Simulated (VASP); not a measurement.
# Cu3O2 (I4/mmm) in VASP: a series of runs

Runs on Cu3O2. Level: PBE. Tasks: single point.

Everything below comes from runs of VASP 6.6.1. Logs are shortened: lines on timing, memory, paths and dates and some standing lists are left out, and cuts for length are marked.

**1. The cell of the first run**

Symmetry: I4/mmm, No. 139, tetragonal system. Conventional cell: a = 4.026 Å, b = 4.026 Å, c = 7.537 Å, α = 90.00°, β = 90.00°, γ = 90.00°. Within 2.5 Å of Cu (site symmetry -4m2) lie 2 O at 1.88 Å. Within 2.8 Å of Cu (site symmetry 4/mmm) lie 4 O at 2.01 Å and 8 Cu at 2.76 Å. O (site symmetry mmm) has 4 Cu at 1.88 to 2.01 Å within 2.5 Å.

**2. Single point, PBE**

INCAR reads:

```
SYSTEM = Cu3O2
  PREC = Accurate
  ENCUT = 520
  EDIFF = 1E-7
  ISMEAR = 0
  SIGMA = 0.15
  LREAL = .FALSE.
  LASPH = .TRUE.
  NELM = 80
  ALGO = Normal
  ISIF = 2
  LWAVE = .FALSE.
  LCHARG = .FALSE.
  GGA = PE
  NBANDS = 30
```

KPOINTS reads:

```
regular mesh
0
G
  14 14 14
  0 0 0
```

POSCAR reads:

```
Cu3O2
1.0
   -2.0130000000      2.0130000000      3.7686000000
    2.0130000000     -2.0130000000      3.7686000000
    2.0130000000      2.0130000000     -3.7686000000
Cu O
3 2
Direct
    0.2500000000      0.7500000000      0.5000000000
    0.7500000000      0.2500000000      0.5000000000
    0.0000000000      0.0000000000      0.0000000000
    0.0000000000      0.5000000000      0.5000000000
    0.5000000000      0.0000000000      0.5000000000
```

Potentials or basis: VASP PAW PBE potentials, release 64 (Cu, O).

The run is started by

```sh
$ cat potpaw_PBE.64/Cu/POTCAR potpaw_PBE.64/O/POTCAR > POTCAR
$ mpirun -np 1 vasp_std > vasp.out
```

OUTCAR:

```text
SYSTEM = Cu3O2
   PREC = Accurate
   ENCUT = 520
   EDIFF = 1E-7
   ISMEAR = 0
   LREAL = .FALSE.
   LASPH = .TRUE.
   NELM = 80
   ISIF = 2
   GGA = PE

 ion  position               nearest neighbor table
   1  0.250  0.750  0.500-   4 1.88   5 1.88   3 2.76   3 2.76   3 2.76   3 2.76
   2  0.750  0.250  0.500-   4 1.88   5 1.88   3 2.76   3 2.76   3 2.76   3 2.76
   3  0.000  0.000  0.000-   4 2.01   5 2.01   4 2.01   5 2.01   2 2.76   1 2.76   1 2.76   2 2.76
                             2 2.76   1 2.76   1 2.76   2 2.76
   4  0.000  0.500  0.500-   1 1.88   2 1.88   3 2.01   3 2.01
   5  0.500  0.000  0.500-   1 1.88   2 1.88   3 2.01   3 2.01

  LATTYP: Found a body centered tetragonal cell.
 ALAT       =     4.0260000000
 C/A-ratio  =     1.8721311475

  Lattice vectors:

 A1 = (  -2.0130000000,   2.0130000000,   3.7686000000)
 A2 = (   2.0130000000,  -2.0130000000,   3.7686000000)
 A3 = (   2.0130000000,   2.0130000000,  -3.7686000000)

Analysis of symmetry for initial positions (statically):
=====================================================================
 Subroutine PRICEL returns:
 Original cell was already a primitive cell.

 Routine SETGRP: Setting up the symmetry group for a
 body centered tetragonal supercell.

 Subroutine GETGRP returns: Found 16 space group operations
 (whereof 16 operations were pure point group operations)
 out of a pool of 16 trial point group operations.

The static configuration has the point symmetry D_4h.

Analysis of symmetry for dynamics (positions and initial velocities):
=====================================================================
 Subroutine PRICEL returns:
 Original cell was already a primitive cell.

 Routine SETGRP: Setting up the symmetry group for a
 body centered tetragonal supercell.

 Subroutine GETGRP returns: Found 16 space group operations
 (whereof 16 operations were pure point group operations)
 out of a pool of 16 trial point group operations.

The dynamic configuration has the point symmetry D_4h.

 Subroutine INISYM returns: Found 16 space group operations
 (whereof 16 operations are pure point group operations),
 and found     1 'primitive' translations

----------------------------------------------------------------------------------------

                                     Primitive cell

  volume of cell :      61.0840

  direct lattice vectors                    reciprocal lattice vectors
    -2.013000000  2.013000000  3.768600000     0.000000000  0.248385494  0.132675264
     2.013000000 -2.013000000  3.768600000     0.248385494  0.000000000  0.132675264
     2.013000000  2.013000000 -3.768600000     0.248385494  0.248385494  0.000000000

  length of vectors
     4.722995232  4.722995232  4.722995232     0.281599147  0.281599147  0.351270135

  position of ions in fractional coordinates (direct lattice)
     0.250000000  0.750000000  0.500000000
     0.750000000  0.250000000  0.500000000
     0.000000000  0.000000000  0.000000000
     0.000000000  0.500000000  0.500000000
     0.500000000  0.000000000  0.500000000

  ion indices of the primitive-cell ions
   primitive index   ion index
                 1           1
                 2           2
                 3           3
                 4           4
                 5           5

----------------------------------------------------------------------------------------

 KPOINTS: regular mesh

Automatic generation of k-mesh.
 Grid dimensions read from file:
 generate k-points for:   14   14   14

 Generating k-lattice:

  Cartesian coordinates                     Fractional coordinates (reciprocal lattice)
     0.000000000  0.017741821  0.009476805     0.071428571  0.000000000  0.000000000
     0.017741821  0.000000000  0.009476805     0.000000000  0.071428571  0.000000000
     0.017741821  0.017741821  0.000000000     0.000000000  0.000000000  0.071428571

  Length of vectors
     0.020114225  0.020114225  0.025090724

  Shift w.r.t. Gamma in fractional coordinates (k-lattice)
     0.000000000  0.000000000  0.000000000

 Subroutine IBZKPT returns following result:
 ===========================================

 Found    244 irreducible k-points:

 Following reciprocal coordinates:
            Coordinates               Weight
  0.000000  0.000000  0.000000      1.000000
  0.071429  0.000000 -0.000000      8.000000
  0.142857 -0.000000  0.000000      8.000000
  0.214286  0.000000 -0.000000      8.000000
  0.285714  0.000000 -0.000000      8.000000
  0.357143  0.000000 -0.000000      8.000000
[... 16 lines left out ...]
  0.214286  0.142857 -0.000000     16.000000
  0.285714  0.142857  0.000000     16.000000
 [... further k-points ...]
   k-points           NKPTS =    244   k-points in BZ     NKDIM =    244   number of bands    NBANDS=     30
   number of dos      NEDOS =    301   number of ions     NIONS =      5
   total plane-waves  NPLWV =  46656
   dimension x,y,z NGX =    36 NGY =   36 NGZ =   36
   dimension x,y,z NGXF=    72 NGYF=   72 NGZF=   72
   ions per type =               3   2
   NGX,Y,Z   is equivalent  to a cutoff of  12.67, 12.67, 12.67 a.u.
   NGXF,Y,Z  is equivalent  to a cutoff of  25.34, 25.34, 25.34 a.u.
 SYSTEM =  Cu3O2
   PREC   = accura    normal or accurate (medium, high low for compatibility)
   ISTART =      0    job   : 0-new  1-cont  2-samecut
   ICHARG =      2    charge: 1-file 2-atom 10-const
   ISPIN  =      1    spin polarized calculation?
   LNONCOLLINEAR =      F non collinear calculations
   LSORBIT =      F    spin-orbit coupling
   LASPH  =      T    aspherical Exc in radial PAW
   ENCUT  =  520.0 eV  38.22 Ry    6.18 a.u.   8.78  8.78  8.78*2*pi/ulx,y,z
   NELM   =     80;   NELMIN=  2; NELMDL= -5     # of ELM steps
   EDIFF  = 0.1E-06   stopping-criterion for ELM
   LREAL  =      F    real-space projection
   EDIFFG = 0.1E-05   stopping-criterion for IOM
   NSW    =      0    number of steps for IOM
   IBRION =     -1    ionic relax: 0-MD 1-quasi-New 2-CG
   NFREE  =      0    steps in history (QN), initial steepest desc. (CG)
   ISIF   =      2    stress and relaxation
   ISYM   =      2    0-nonsym 1-usesym 2-fastsym
   POTIM  = 0.5000    time-step for ionic-motion
   TEBEG  =    0.0;   TEEND  =   0.0 temperature during run
   PSTRESS=    0.0 pullay stress
   NELECT =      45.0000    total number of electrons
   NUPDOWN=      -1.0000    fix difference up-down
   EMIN   =  10.00;   EMAX   =-10.00  energy-range for DOS
   EFERMI =   0.00;   METHOD = LEGACY
   ISMEAR =     0;   SIGMA  =   0.15  broadening in eV -4-tet -1-fermi 0-gaus
   EFERMI_NEDOS =   21; number of points for ismear=-14 and -15
   IALGO  =     38    algorithm
   IMIX   =      4    mixing-type and parameters
     AMIX     =   0.40;   BMIX     =  1.00
     AMIX_MAG =   1.60;   BMIX_MAG =  1.00
  volume/ion in A,a.u.               =      12.22        82.44
  Fermi-wavevector in a.u.,A,eV,Ry     =   1.478552  2.794057 29.743896  2.186115
  Thomas-Fermi vector in A             =   2.592819
   LORBIT       =      0    0 simple, 1 ext, 2 COOP (PROOUT), +10 PAW based schemes
   GGA     = PE    functional components
   LHFCALC =     F    Hartree Fock is set to
   AEXX    =    0.0000 exact exchange contribution
   IVDW    =     0    specifies the selected vdW correction
   LEPSILON=     F    determine dielectric tensor
   LRPA    =     F    only Hartree local field effects (RPA)
 non-spin polarized calculation
 Gauss-broadening in eV      SIGMA  =   0.15
  energy-cutoff  :      520.00
  volume of cell :       61.08
 maximum number of plane-waves:      1670
   NGX = 17   NGY = 17   NGZ = 17

 number of electron      45.0000007 magnetization

 Free energy of the ion-electron system (eV)
  ---------------------------------------------------
  ext. energy  EPLUGINS =         0.00000000
  ---------------------------------------------------
  free energy    TOTEN  =       -22.67095327 eV

  energy without entropy =      -22.64950414  energy(sigma->0) =      -22.66022870

 E-fermi :   4.1792     XC(G=0): -11.1021

 val. band max:        4.1779670551   @ k =   0.4286   0.1429   0.0000
 cond. band min:       4.1833514387   @ k =   0.5000   0.1429  -0.0000
 fundamental gap:      0.0053843837
 Fermi energy:         4.1792045835

 k-point     1 :       0.0000    0.0000    0.0000
  band No.  band energies     occupation
      1     -14.7096      2.00000
      2     -13.5260      2.00000
      3      -1.9207      2.00000
      4      -1.1038      2.00000
      5      -1.1038      2.00000
      6      -0.6628      2.00000
[... 22 lines left out ...]
     29      14.8925      0.00000
     30      15.3781      0.00000

 k-point     2 :       0.0714    0.0000   -0.0000
  band No.  band energies     occupation
      1     -14.6920      2.00000
      2     -13.5369      2.00000
      3      -1.9173      2.00000
      4      -1.1573      2.00000
      5      -1.0856      2.00000
      6      -0.7398      2.00000
[... 22 lines left out ...]
     29      14.7354      0.00000
     30      15.6772      0.00000

 k-point     3 :       0.1429   -0.0000    0.0000
  band No.  band energies     occupation
      1     -14.6403      2.00000
      2     -13.5698      2.00000
      3      -1.9067      2.00000
      4      -1.3040      2.00000
      5      -1.0314      2.00000
      6      -0.8871      2.00000
[... 22 lines left out ...]
     29      14.6382      0.00000
     30      16.1162      0.00000

 k-point     4 :       0.2143    0.0000   -0.0000
  band No.  band energies     occupation
      1     -14.5583      2.00000
      2     -13.6245      2.00000
      3      -1.8886      2.00000
      4      -1.5087      2.00000
      5      -1.0513      2.00000
      6      -0.9437      2.00000
[... 616 lines left out ...]
     29      14.6531      0.00000
     30      15.4340      0.00000

 k-point    23 :       0.2143    0.1429   -0.0000
  band No.  band energies     occupation
      1     -14.4585      2.00000
      2     -13.6944      2.00000
      3      -1.6468      2.00000
      4      -1.5935      2.00000
      5      -1.4986      2.00000
      6      -0.9960      2.00000
[... 22 lines left out ...]
     29      14.5285      0.00000
     30      15.4081      0.00000

 k-point    24 :       0.2857    0.1429    0.0000
  band No.  band energies     occupation
      1     -14.3492      2.00000
      2     -13.7705      2.00000
      3      -1.8141      2.00000
      4      -1.7069      2.00000
      5      -1.5192      2.00000
      6      -0.9314      2.00000
[... 22 lines left out ...]
     29      14.2986      0.00000
     30      15.3713      0.00000

 [... further k-points ...]

------------------------ aborting loop because EDIFF is reached ----------------------------------------

  FORCE on cell =-STRESS in cart. coord.  units (eV):
  Direction    XX          YY          ZZ          XY          YZ          ZX
  --------------------------------------------------------------------------------------
  -------------------------------------------------------------------------------------
  Total        0.1343551      0.1343551     -3.3939528      0.0000000      0.0000000      0.0000000
  in kB        3.5240105      3.5240105    -89.0202479      0.0000000      0.0000000      0.0000000
  external PRESSURE =     -27.3240756 kB  Pullay stress =       0.0000000 kB

 VOLUME and BASIS-vectors are now :
 -----------------------------------------------------------------------------
  energy-cutoff  :      520.00
  volume of cell :       61.08
      direct lattice vectors                 reciprocal lattice vectors
    -2.013000000  2.013000000  3.768600000     0.000000000  0.248385494  0.132675264
     2.013000000 -2.013000000  3.768600000     0.248385494  0.000000000  0.132675264
     2.013000000  2.013000000 -3.768600000     0.248385494  0.248385494  0.000000000

 POSITION                                       TOTAL-FORCE (eV/Angst)
 -----------------------------------------------------------------------------------
      2.01300      0.00000      1.88430        -0.000000      0.000000      0.000000
      0.00000      2.01300      1.88430        -0.000000     -0.000000     -0.000000
      0.00000      0.00000      0.00000         0.000000      0.000000      0.000000
      2.01300      0.00000      0.00000         0.000000      0.000000      0.000000
      0.00000      2.01300      0.00000         0.000000      0.000000      0.000000
 -----------------------------------------------------------------------------------
    total drift:                                0.000000      0.000000      0.000000

  FREE ENERGIE OF THE ION-ELECTRON SYSTEM (eV)
  ---------------------------------------------------
  free  energy   TOTEN  =       -22.6709532712 eV

  energy  without entropy=      -22.6495041350  energy(sigma->0) =      -22.66022870
```

Run time: 5.1 min. Hardware: 1 thread of Intel Xeon 6975P-C (Granite Rapids), shared host; peak memory 0.47 GiB.

Results:

* Free energy: -22.6710 eV
* Pressure: -2.7 GPa
* Band gap on the k mesh: zero (an odd number of electrons rules out a gap without spin polarisation)

Caveat: the stress differs along the axes, from -9 to 0 GPa. With open d or f shells a metallic result of PBE can be an artefact of self-interaction; +U or a hybrid may open a gap.

**3. Single point, PBE**

This run uses another cell than the first one, of 12.29 Å³/atom.

INCAR reads:

```
SYSTEM = Cu3O2
  PREC = Accurate
  ENCUT = 520
  EDIFF = 1E-6
  ISMEAR = 0
  SIGMA = 0.15
  LREAL = .False.
  LASPH = .True.
  NELM = 60
  ALGO = Normal
  ISIF = 2
  LWAVE = .False.
  LCHARG = .False.
  GGA = PE
  NBANDS = 30
```

KPOINTS reads:

```
regular mesh
0
Gamma
  14 14 14
  0 0 0
```

Edit POSCAR of step 2 so:

```diff
@@ -2,5 +2,5 @@
 1.0
-   -2.0130000000      2.0130000000      3.7686000000
-    2.0130000000     -2.0130000000      3.7686000000
-    2.0130000000      2.0130000000     -3.7686000000
+   -2.0740000000      2.0740000000      3.5728500000
+    2.0740000000     -2.0740000000      3.5728500000
+    2.0740000000      2.0740000000     -3.5728500000
 Cu O
```

Potentials or basis: VASP PAW PBE potentials, release 64 (Cu, O).

The run is started by

```sh
$ cat potpaw_PBE.64/Cu/POTCAR potpaw_PBE.64/O/POTCAR > POTCAR
$ mpirun -np 1 vasp_std > vasp.out
```

It took 4.8 min on 1 thread of Intel Xeon 6975P-C (Granite Rapids), shared host; peak memory 0.47 GiB.

The run converged. Its results:

```
Free energy            : -22.6342 eV
Pressure               : 3.8 GPa
Band gap on the k mesh : zero (an odd number of electrons rules out a gap without spin polarisation)
```

Stress tensor (GPa, compression positive):
```
-0.94  0.00  0.00
 0.00 -0.94  0.00
 0.00  0.00 13.36
```

Levels at points of the mesh, in eV from the Fermi level:
| k point | band 19 | band 20 | band 21 | band 22 | band 23 | band 24 | band 25 | band 26 | band 27 | band 28 |
| --- | --- | --- | --- | --- | --- | --- | --- | --- | --- | --- |
| (0.00, 0.00, 0.00) | -1.64 | -1.59 | -0.63 | -0.63 | 0.35 | 0.68 | 5.17 | 5.17 | 6.89 | 7.14 |
| (0.50, 0.00, 0.00) | -1.42 | -1.27 | -0.85 | -0.58 | -0.20 | 3.10 | 3.36 | 7.87 | 8.02 | 8.24 |
| (0.50, 0.50, 0.00) | -1.51 | -0.51 | -0.38 | -0.25 | 0.72 | 1.04 | 3.71 | 3.76 | 7.99 | 9.07 |
| (0.50, 0.50, 0.50) | -1.74 | -1.59 | -1.24 | -0.19 | -0.19 | 3.00 | 5.01 | 6.32 | 6.32 | 7.25 |

Caveat: the stress differs along the axes, from -1 to 13 GPa.

**4. Single point, PBE**

This run uses another cell than the first one, of 12.28 Å³/atom.

INCAR reads:

```
PREC = Accurate
ENCUT = 520
EDIFF = 1E-6
ISMEAR = 0
SIGMA = 0.15
LREAL = F
LASPH = T
NELM = 60
ALGO = Normal
ISIF = 2
LWAVE = F
LCHARG = F
GGA = PE
NBANDS = 30
```

KPOINTS reads:

```
regular mesh
0
Gamma
  14 14 14
```

Edit POSCAR of step 3 so:

```diff
@@ -2,5 +2,5 @@
 1.0
-   -2.0740000000      2.0740000000      3.5728500000
-    2.0740000000     -2.0740000000      3.5728500000
-    2.0740000000      2.0740000000     -3.5728500000
+   -1.9926500000      1.9926500000      3.8665000000
+    1.9926500000     -1.9926500000      3.8665000000
+    1.9926500000      1.9926500000     -3.8665000000
 Cu O
```

The run is started by

```sh
$ cat potpaw_PBE.64/Cu/POTCAR potpaw_PBE.64/O/POTCAR > POTCAR
$ mpirun -np 1 vasp_std > vasp.out
```

Wall time 5.1 min (1 thread of Intel Xeon 6975P-C (Granite Rapids), shared host); peak memory 0.47 GiB.

It converged, with:

```
Free energy            : -22.5410 eV
Pressure               : -5.2 GPa
Band gap on the k mesh : zero (an odd number of electrons rules out a gap without spin polarisation)
```

Stress tensor (GPa, compression positive):
```
  0.52   0.00   0.00
  0.00   0.52   0.00
  0.00   0.00 -16.65
```

Levels at points of the mesh, in eV from the Fermi level:
| k point | band 19 | band 20 | band 21 | band 22 | band 23 | band 24 | band 25 | band 26 | band 27 | band 28 |
| --- | --- | --- | --- | --- | --- | --- | --- | --- | --- | --- |
| (0.00, 0.00, 0.00) | -1.54 | -1.31 | -0.90 | -0.90 | 0.07 | 0.33 | 5.19 | 5.19 | 6.88 | 7.21 |
| (0.50, 0.00, 0.00) | -1.51 | -1.29 | -0.93 | -0.51 | -0.26 | 2.40 | 2.83 | 7.98 | 8.17 | 8.28 |
| (0.50, 0.50, 0.00) | -1.41 | -0.56 | -0.31 | -0.22 | 0.53 | 1.49 | 3.28 | 3.43 | 6.83 | 9.31 |
| (0.50, 0.50, 0.50) | -1.59 | -1.31 | -1.29 | -0.41 | -0.41 | 3.41 | 3.96 | 6.19 | 6.19 | 7.56 |

Caveat: the stress differs along the axes, from -17 to 1 GPa. With open d or f shells a metallic result of PBE can be an artefact of self-interaction; +U or a hybrid may open a gap.

**5. Overview**

| cell | gap on the mesh (eV) | pressure (GPa) |
| --- | --- | --- |
| a = 4.723 Å, angles 129.5, 129.5, 74.1°, 5 atoms | none | -2.7 |
| a = 4.623 Å, angles 126.7, 126.7, 78.8°, 5 atoms | none | 3.8 |
| a = 4.784 Å, angles 130.8, 130.8, 72.2°, 5 atoms | none | -5.2 |

Alike in all rows: task single point; level PBE; potentials or basis VASP PAW PBE potentials, release 64 (Cu, O); no spin polarisation; k mesh 14 × 14 × 14; cutoff (eV) 520; smearing gaussian 0.15 eV.

Caveats: the stress differs along the axes, from -9 to 0 GPa (at least some runs); the stress differs along the axes, from -1 to 13 GPa (at least some runs); the stress differs along the axes, from -17 to 1 GPa (at least some runs).

Total energies depend on the potentials used, so only differences within one code and one set of settings carry meaning.
